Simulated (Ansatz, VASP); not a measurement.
## Mo in VASP and in Ansatz

File INCAR:

```
ALGO = Normal
EDIFF = 1E-6
ENCUT = 500
GGA = PS
GGA_COMPAT = False
ISIF = 2
ISMEAR = 0
LASPH = True
LCHARG = False
LREAL = False
LWAVE = False
NBANDS = 21
NELM = 120
PREC = Accurate
SIGMA = 0.1
```

KPOINTS

```
k-points
0
Gamma
  9 9 4
```

Contents of POSCAR:

```
Mo
1.0
    2.8046577058      0.0000000000      0.0000000000
   -1.4023288529      2.4289048221      0.0000000000
    0.0000000000      0.0000000000      4.5800060336
Mo
2
Direct
    0.3333333333      0.6666666667      0.2500000000
    0.6666666667      0.3333333333      0.7500000000
```

Input for Ansatz:

```yaml
crystal:
  lattice:
    - [2.8046577058, 0.0, 0.0]
    - [-1.4023288529, 2.4289048221, 0.0]
    - [0.0, 0.0, 4.5800060336]
  atoms:
    - { symbol: Mo, position: [0.3333333333, 0.6666666667, 0.25] }
    - { symbol: Mo, position: [0.6666666667, 0.3333333333, 0.75] }
basis:
  ecutwfc: 420
kpoints:
  mp_grid: { grid: [9, 9, 4] }
hamiltonian:
  xc: pbesol
  pseudopotentials: { kind: paw, azcp: { folder: soft_1 } }
scf:
  occupations: { method: gaussian, width: 0.1 }
output:
  forces: true
  stress: true
  eigenvalues: true
```

Alike in both runs: task single point; functional PBEsol; k mesh 9 × 9 × 4; occupations gaussian, width 0.1 eV; no spin polarisation.

|  | VASP | Ansatz |
| --- | --- | --- |
| version | VASP 6.6.1 | Ansatz 0.2.0 |
| potentials or method | VASP PAW PBE potentials, release 64 (Mo_sv), cutoff 500 eV | scalar-relativistic, plane waves, PAW |
| valence electrons in the cell | 28 | 28 |

```tsv
	VASP	Ansatz	Ansatz less VASP
gap on the k mesh at the Fermi level (eV)	none	none	-
pressure (GPa)	-1.2	-1.7	-0.49
traceless stress, the component that is largest in VASP (GPa)	3.85	3.88	+0.031
```

VASP's potentials were made for PBE, not for PBEsol, and Ansatz warns of the same on its side. A gap of «none» marks a metal or a gap that the smearing closes.
